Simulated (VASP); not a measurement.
A run of VASP 6.6.1:

The input INCAR:

```
SYSTEM = TaN
ALGO     = Normal         ! electronic algorithm
EDIFF    = 1E-6           ! SCF threshold, eV
ENCUT    = 600            ! plane-wave cutoff, eV
GGA_COMPAT= .False.      
ISIF     = 2              ! what is computed and relaxed
ISMEAR   = 0              ! smearing method
LASPH    = .True.         ! aspherical terms in the spheres
LCHARG   = .False.        ! write CHGCAR
LREAL    = .False.        ! projectors in reciprocal space
LWAVE    = .False.        ! write WAVECAR
NBANDS   = 15             ! bands
NELM     = 120            ! most SCF steps
PREC     = Accurate       ! precision mode
SIGMA    = 0.1            ! smearing width, eV
```

File KPOINTS:

```
k-points
0
Gamma
  8 8 8
  0 0 0
```

Contents of POSCAR:

```
TaN
1.0
    0.0000000000      2.1950000000      2.1950000000
    2.1950000000      0.0000000000      2.1950000000
    2.1950000000      2.1950000000      0.0000000000
Ta N
1 1
Direct
    0.0000000000      0.0000000000      0.0000000000
    0.5000000000      0.5000000000      0.5000000000
```

Potentials or basis: VASP PAW LDA potentials, release 64 (Ta_pv, N).

The run is started by

```console
$ cat potpaw_LDA.64/Ta_pv/POTCAR potpaw_LDA.64/N/POTCAR > POTCAR
$ mpirun -np 1 vasp_std > vasp.out
```

Hardware: 1 thread of Intel(R) Xeon(R) Platinum 8559C (Emerald Rapids) (shared host).

Q: How long does it take, and how much memory?

A: It took 7.6 s on 1 thread of Intel(R) Xeon(R) Platinum 8559C (Emerald Rapids) (shared host), peak memory 0.15 GiB. Counts: scf iterations 12, k points 29.
